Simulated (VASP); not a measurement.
A run of VASP 6.6.1:

Contents of INCAR:

```
SYSTEM = La3Hf
PREC = Accurate
ENCUT = 520
EDIFF = 1E-6
ISMEAR = 0
SIGMA = 0.1
LREAL = .False.
LASPH = .True.
NELM = 100
ALGO = Normal
ISIF = 2
LWAVE = .False.
LCHARG = .True.
GGA = PE
LELF = .True.
LVHAR = .True.
NBANDS = 30
```

The input KPOINTS:

```
regular mesh
0
Gamma
  4 4 4
  0 0 0
```

The input POSCAR:

```
La3Hf
1.0
    0.0000000000      3.4244817300      3.4244817300
    3.4244817300      0.0000000000      3.4244817300
    3.4244817300      3.4244817300      0.0000000000
La Hf
3 1
Direct
    0.2500000000      0.2500000000      0.2500000000
    0.0000000000      0.0000000000      0.0000000000
    0.7500000000      0.7500000000      0.7500000000
    0.5000000000      0.5000000000      0.5000000000
```

Potentials or basis: VASP PAW PBE potentials, release 64 (La, Hf_pv).

The run is started by

```bash
$ cat potpaw_PBE.64/La/POTCAR potpaw_PBE.64/Hf_pv/POTCAR > POTCAR
$ mpirun -np 1 vasp_std > vasp.out
```

Hardware: 1 thread of Intel(R) Xeon(R) 6975P-C (Granite Rapids), on a shared host.

Task: How long does it take, and how much memory?

Result: Wall time 19 s on 1 thread of Intel(R) Xeon(R) 6975P-C (Granite Rapids), on a shared host, peak memory 0.21 GiB. Counts: scf iterations 15, k points 8.
